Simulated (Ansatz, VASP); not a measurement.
## One calculation of F, two programs

```xyz
4
Lattice="3.2389 -1.8615 -0.2498 3.2389 1.8615 -0.2498 -2.4354 0.0000 7.4548" Properties=species:S:1:pos:R:3 pbc="T T T"
F     0.3207    0.0000    0.6584
F     3.7217    0.0000    6.2968
F     1.8031    0.0000    4.1755
F     2.2393    0.0000    2.7797
```

Alike in both runs: task single point; functional PBEsol; k mesh 4 × 4 × 2; occupations gaussian, width 0.05 eV; no spin polarisation.

|  | VASP | Ansatz |
| --- | --- | --- |
| version | VASP 6.6.1 | Ansatz 0.2.0 |
| potentials or method | VASP PAW PBE potentials, release 64 (F), cutoff 520 eV | scalar-relativistic, plane waves, PAW |
| valence electrons in the cell | 28 | 28 |

VASP gave:

```
gap on the k mesh at the Fermi level (eV)                     : 2.42
least direct gap on the mesh (eV)                             : 2.47
pressure (GPa)                                                : -3.5
traceless stress, the component that is largest in VASP (GPa) : -4.63
rms of the force components (eV/Å)                            : 0.929
```

Problem. Which values does Ansatz return?

Solution. gap on the k mesh at the Fermi level (eV): 2.48; least direct gap on the mesh (eV): 2.54; pressure (GPa): -3.6; traceless stress, the component that is largest in VASP (GPa): -5.55; rms of the force components (eV/Å): 1.110.

VASP's potentials were made for PBE, not for PBEsol. Atom by atom the forces differ by 0.181 eV/Å (rms over components).

The k mesh is coarse, so the values compare programs but aren't converged.
